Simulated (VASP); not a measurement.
Here is a VASP 6.6.1 calculation.

Contents of POSCAR:

```
Ag
1.0
    0.0000000000      2.0427500000      2.0427500000
    2.0427500000      0.0000000000      2.0427500000
    2.0427500000      2.0427500000      0.0000000000
Ag
1
Direct
    0.0000000000      0.0000000000      0.0000000000
```

INCAR.step1

```
SYSTEM = Ag
  PREC = Accurate
  ENCUT = 520
  EDIFF = 1E-5
  ISMEAR = -1
  SIGMA = 0.05
  LREAL = .FALSE.
  LASPH = .TRUE.
  NELM = 100
  ALGO = Normal
  ISIF = 2
  LWAVE = .TRUE.
  LCHARG = .FALSE.
  NBANDS = 12
  GGA = PE
```

Contents of INCAR.step2:

```
SYSTEM = Ag
  PREC = Accurate
  ENCUT = 520
  EDIFF = 1E-6
  ISMEAR = -1
  SIGMA = 0.05
  LREAL = .FALSE.
  LASPH = .TRUE.
  NELM = 100
  ALGO = Normal
  ISIF = 2
  LWAVE = .FALSE.
  LCHARG = .FALSE.
  GGA = PE
  LHFCALC = .TRUE.
  AEXX = 0.25
  PRECFOCK = Normal
  NBANDS = 12
  ISTART = 1
```

KPOINTS

```
Automatic mesh
0
G
  6 6 6
  0 0 0
```

Potentials or basis: VASP PAW PBE potentials, release 64 (Ag).

Launch:

```bash
$ cat potpaw_PBE.64/Ag/POTCAR > POTCAR
$ cp INCAR.step1 INCAR
$ mpirun -np 1 vasp_std > vasp.out
$ cp INCAR.step2 INCAR
$ mpirun -np 1 vasp_std > vasp.out
```

(1) Estimate the pressure.

(2) Estimate the band gap on the k mesh.

## Answers

(1) 4.5 GPa.

(2) zero (an odd number of electrons rules out a gap without spin polarisation).

Caveat: the k points lie up to 0.44 Å⁻¹ apart, too coarse for converged energies and pressures of a metal; the PAW data sets were made with another functional, which shifts forces and pressure a little.
